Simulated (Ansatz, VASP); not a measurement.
## One calculation of V2O3, two programs

```
V O
1.0
     2.42593    1.40061    4.77059
    -2.42593    1.40061    4.77059
     0.00000   -2.80122    4.77059
V O
4 6
Direct
  0.34029 0.34029 0.34029
  0.15971 0.15971 0.15971
  0.65971 0.65971 0.65971
  0.84029 0.84029 0.84029
  0.57445 0.92555 0.25000
  0.25000 0.57445 0.92555
  0.92555 0.25000 0.57445
  0.42555 0.07445 0.75000
  0.75000 0.42555 0.07445
  0.07445 0.75000 0.42555
```

Alike in both runs: task single point; functional PBE; k mesh 6 × 6 × 6; occupations gaussian, width 0.05 eV; no spin polarisation.

|  | VASP | Ansatz |
| --- | --- | --- |
| version | VASP 6.6.1 | Ansatz 0.2.0 |
| potentials or method | VASP PAW PBE potentials, release 64 (V_sv, O), cutoff 600 eV | scalar-relativistic, plane waves, PAW |
| valence electrons in the cell | 88 | 88 |

|  | VASP | Ansatz | Ansatz less VASP |
| --- | --- | --- | --- |
| gap on the k mesh at the Fermi level (eV) | none | none | - |
| pressure (GPa) | -2.3 | -3.0 | -0.71 |
| traceless stress, the component that is largest in VASP (GPa) | 1.35 | 1.27 | -0.076 |
| rms of the force components (eV/Å) | 0.085 | 0.078 | -0.0077 |

Atom by atom the forces differ by 0.010 eV/Å (rms over components). A gap of «none» marks a metal or a gap that the smearing closes. With one functional, cell and mesh, what is left measures potentials, basis and numerics.
